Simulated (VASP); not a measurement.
Input of a VASP 6.6.1 run:

Contents of INCAR:

```
SYSTEM = Bi
ALGO     = Normal         ! electronic algorithm
EDIFF    = 1E-8           ! SCF threshold, eV
ENCUT    = 520            ! plane-wave cutoff, eV
GGA      = PS             ! functional
ISIF     = 2              ! what is computed and relaxed
ISMEAR   = -1             ! smearing method
LASPH    = .TRUE.         ! aspherical terms in the spheres
LCHARG   = .FALSE.        ! write CHGCAR
LEFG     = .TRUE.       
LREAL    = .FALSE.        ! projectors in reciprocal space
LWAVE    = .FALSE.        ! write WAVECAR
NBANDS   = 22             ! bands
NELM     = 60             ! most SCF steps
PREC     = Accurate       ! precision mode
SIGMA    = 0.03           ! smearing width, eV
```

The input KPOINTS:

```
k-points
0
G
  9 9 3
  0 0 0
```

Contents of POSCAR:

```
Bi
1.0
    4.6134233682      0.0000000000      0.0000000000
   -2.3067116842      3.9953418354      0.0000000000
    0.0000000000      0.0000000000     12.0229525048
Bi
2
Direct
    0.3333333333      0.6666666667      0.2500000000
    0.6666666667      0.3333333333      0.7500000000
```

Potentials or basis: VASP PAW PBE potentials, release 64 (Bi_d).

Command:

```console
$ cat potpaw_PBE.64/Bi_d/POTCAR > POTCAR
$ mpirun -np 1 vasp_std > vasp.out
```

(1) Estimate the pressure.

(2) Predict the band gap on the k mesh.

Answers

(1) -3.3 GPa.

(2) zero (bands 15 and 16 overlap by 1.96 eV).

Caveat: the cell stands under tension; without QUAD_EFG the Cq values of the log hold for a quadrupole moment of 1 mb, not for the nuclei; the PAW data sets were made with another functional, which shifts forces and pressure a little; spin-orbit coupling is left out, which moves the levels of the heavy elements.
